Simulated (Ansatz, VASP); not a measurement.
# HfO2 in VASP and in Ansatz

```
Hf O
1.0
     3.58743    0.00000    0.00000
     0.00000    3.58743    0.00000
     0.00000    0.00000    5.21461
Hf O
2 4
Direct
  0.50000 0.50000 0.50000
  0.00000 0.00000 0.00000
  0.00000 0.50000 0.69721
  0.50000 0.00000 0.80279
  0.50000 0.00000 0.30279
  0.00000 0.50000 0.19721
```

Alike in both runs: task single point; functional PBE; k mesh 6 × 6 × 4; no spin polarisation.

|  | VASP | Ansatz |
| --- | --- | --- |
| version | VASP 6.6.1 | Ansatz 0.2.0 |
| potentials or method | VASP PAW PBE potentials, release 64 (Hf_pv, O), cutoff 520 eV | plane waves, PAW |
| occupations | gaussian, width 0.01 eV | fixed |
| valence electrons in the cell | 44 | 76 |

Ansatz gave:

```
pressure (GPa)                                                : 3.5
traceless stress, the component that is largest in VASP (GPa) : -0.07
```

**Question.** Estimate VASP's values.

**Answer.** Pressure (GPa): 0.1; traceless stress, the component that is largest in VASP (GPa): 0.03.

VASP's potentials hold 44 valence electrons a cell and Ansatz's 76, so a difference there can come from the potentials and not from the codes.

Neither program's run includes spin-orbit coupling.
